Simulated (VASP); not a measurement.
Runs of VASP 6.6.1 on Pd. The structure is that of space group Pm-3m (No. 221), or close to it. The cells are those of the table. 

```tsv
cell	k mesh	cutoff (eV)	gap on the mesh (eV)	pressure (GPa)
a = 2.616 Å, 1 atom	20 × 20 × 20	520	none	-0.3
a = 2.506 Å, 1 atom	13 × 13 × 13	520	none	20.9
a = 2.716 Å, 1 atom	13 × 13 × 13	520	none	(a)
a = 2.616 Å, 1 atom	12 × 12 × 12	500	none	-0.3
a = 2.616 Å, 1 atom	13 × 13 × 13	520	none	-0.5
```

Alike in all rows: task single point; level PBE; potentials or basis VASP PAW PBE potentials, release 64 (Pd); no spin polarisation; smearing fermi-dirac 0.1 eV.

Task: Fill in the values left out.

Result: (a) -10.3.

A k mesh can miss the band edges, and the runs leave out spin-orbit coupling on Pd.

A gap of «none» marks levels without a gap at the run's occupations.
